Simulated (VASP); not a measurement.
A run of VASP 6.6.1 is set up as follows.

Contents of INCAR:

```
SYSTEM = Al
PREC     = Accurate       ! precision mode
ENCUT    = 520            ! plane-wave cutoff, eV
EDIFF    = 1E-6           ! SCF threshold, eV
ISMEAR   = 0              ! smearing method
SIGMA    = 0.15           ! smearing width, eV
LREAL    = .FALSE.        ! projectors in reciprocal space
LASPH    = .TRUE.         ! aspherical terms in the spheres
NELM     = 100            ! most SCF steps
ALGO     = Normal         ! electronic algorithm
ISIF     = 2              ! what is computed and relaxed
LWAVE    = .FALSE.        ! write WAVECAR
LCHARG   = .TRUE.         ! write CHGCAR
GGA      = PE             ! functional
IVDW     = 12             ! dispersion correction
LELF     = .TRUE.         ! ELF
LVHAR    = .TRUE.       
NBANDS   = 14             ! bands
```

File KPOINTS:

```
Automatic mesh
0
G
  18 18 4
  0 0 0
```

File POSCAR:

```
Al
1.0
    2.8144222649      0.0000000000      0.0000000000
   -1.4072111325      2.4373611784      0.0000000000
    0.0000000000      0.0000000000     10.8379000000
Al
4
Direct
    0.0000000000      0.0000000000      0.0000000000
    0.3333333333      0.6666666667      0.2500000000
    0.0000000000      0.0000000000      0.5000000000
    0.6666666667      0.3333333333      0.7500000000
```

Potentials or basis: VASP PAW PBE potentials, release 64 (Al).

Run with:

```console
$ cat potpaw_PBE.64/Al/POTCAR > POTCAR
$ mpirun -np 1 vasp_std > vasp.out
```

(1) Predict the dispersion energy per atom.

(2) What does it give for the pressure?

(3) What does it give for the band gap on the k mesh?

Results:

(1) -0.298 eV.

(2) -7.5 GPa.

(3) zero (bands 6 and 7 overlap by 3.64 eV).

Caveat: the stress differs along the axes, from -12 to -5 GPa.
